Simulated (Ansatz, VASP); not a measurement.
One calculation of Pd, two programs

```
Pd
1.0
     0.00000    2.98661    2.98661
     2.98661    0.00000    2.98661
     2.98661    2.98661    0.00000
Pd
2
Direct
  0.12500 0.12500 0.12500
  0.87500 0.87500 0.87500
```

Alike in both runs: task single point; functional RPBE; k mesh 10 × 10 × 10; occupations fermi-dirac, width 0.05 eV; collinear spin.

```csv
,VASP,Ansatz
version,VASP 6.6.1,Ansatz 0.2.0
potentials or method,"VASP PAW PBE potentials, release 64 (Pd), cutoff 520 eV","plane waves (420 eV) with PAW, scalar-relativistic"
valence electrons in the cell,20,36
```

Ansatz gave:

* pressure (GPa): -2.0
* net moment per atom (μB): 0.45
* size of the moment on the site where the two differ most (μB): 0.44

Task: Which values does VASP return?

Result: Pressure (GPa): -2.1; net moment per atom (μB): 0.45; size of the moment on the site where the two differ most (μB): 0.44.

VASP's potentials were made for PBE, not for RPBE. Site moments also hang on the region over which each program counts them. VASP's potentials hold 20 valence electrons a cell and Ansatz's 36, so a difference there can come from the potentials and not from the codes.
